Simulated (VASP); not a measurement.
Wanted: the native input for a VASP 6.6.1 run.

* Task: relaxation of cell and atoms
* Functional: PBEsol
* Potentials or basis: VASP PAW PBE potentials, release 64 (Ga_d)
* Cutoff: 600 eV
* k mesh: 12 × 12 × 4
* Occupations: fermi-dirac, width 0.1 eV
* Spin: no spin polarisation
* Dipole correction: no
* Further INCAR settings: ALGO = Normal; EDIFF = 1e-06; IBRION = 2; EDIFFG = -0.01; NSW = 80; ISIF = 3

The structure of Ga lies in POSCAR:

```
Ga
1.0
    3.0261186087      0.0000000000      0.0000000000
   -1.5130593044      2.6206955900      0.0000000000
    0.0000000000      0.0000000000      9.8833033761
Ga
4
Direct
    0.0000000000      0.0000000000      0.0000000000
    0.0000000000      0.0000000000      0.5000000000
    0.3333333333      0.6666666667      0.2500000000
    0.6666666667      0.3333333333      0.7500000000
```

This isn't the form of Ga at room conditions, which is orthorhombic.

The input as run:

INCAR

```
  PREC = Accurate
  ENCUT = 600
  EDIFF = 1E-6
  ISMEAR = -1
  SIGMA = 0.1
  LREAL = F
  LASPH = T
  NELM = 80
  ALGO = Normal
  ISIF = 3
  LWAVE = F
  LCHARG = F
  GGA = PS
  IBRION = 2
  NSW = 80
  EDIFFG = -0.01
```

KPOINTS

```
Automatic mesh
0
Gamma
  12 12 4
```

Potentials or basis: VASP PAW PBE potentials, release 64 (Ga_d).

The run is started by

```sh
$ cat potpaw_PBE.64/Ga_d/POTCAR > POTCAR
$ mpirun -np 1 vasp_std > vasp.out
```

It gave:

* Relaxed volume: 17.76 Å³/atom
* Relaxed cell: a = 2.928 Å, b = 2.928 Å, c = 9.563 Å, α = 90.00°, β = 90.00°, γ = 120.00°
* Space group after relaxing (to 0.1 Å): P6_3/mmc (No. 194)
* Energy gained by relaxing: 29.3 meV/atom
* Ionic steps: 5
* Pressure after relaxing: 0.0 GPa
* Band gap on the k mesh: zero (bands 26 and 27 overlap by 5.72 eV)

Caveat: the PAW data sets were made with another functional, which shifts forces and pressure a little.

It took 11 min on 1 thread of Intel Xeon 8259CL, on a shared host, peak memory 0.29 GiB.
